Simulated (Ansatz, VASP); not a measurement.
# Two plane-wave programs on BaS

```
Ba S
1.0
     0.00000    3.18027    3.18027
     3.18027    0.00000    3.18027
     3.18027    3.18027    0.00000
Ba S
1 1
Cartesian
  0.0000 0.0000 0.0000
  3.1803 3.1803 3.1803
```

Alike in both runs: task single point; functional r2SCAN; k mesh 6 × 6 × 6; occupations gaussian, width 0.02 eV; no spin polarisation.

```csv
,VASP,Ansatz
version,VASP 6.6.1,Ansatz 0.2.0
potentials or method,"VASP PAW PBE potentials, release 64 (Ba_sv, S), cutoff 520 eV","scalar-relativistic, plane waves, PAW"
valence electrons in the cell,16,16
```

|  | VASP | Ansatz | Ansatz less VASP |
| --- | --- | --- | --- |
| gap on the k mesh at the Fermi level (eV) | 2.44 | 2.53 | +0.093 |
| least direct gap on the mesh (eV) | 2.57 | 2.63 | +0.061 |
| pressure (GPa) | 2.1 | 1.4 | -0.63 |

VASP's potentials were made for PBE, not for r2SCAN. The functional is the same, so the differences come from potentials, cutoffs and numerics.

Neither program's run includes spin-orbit coupling.
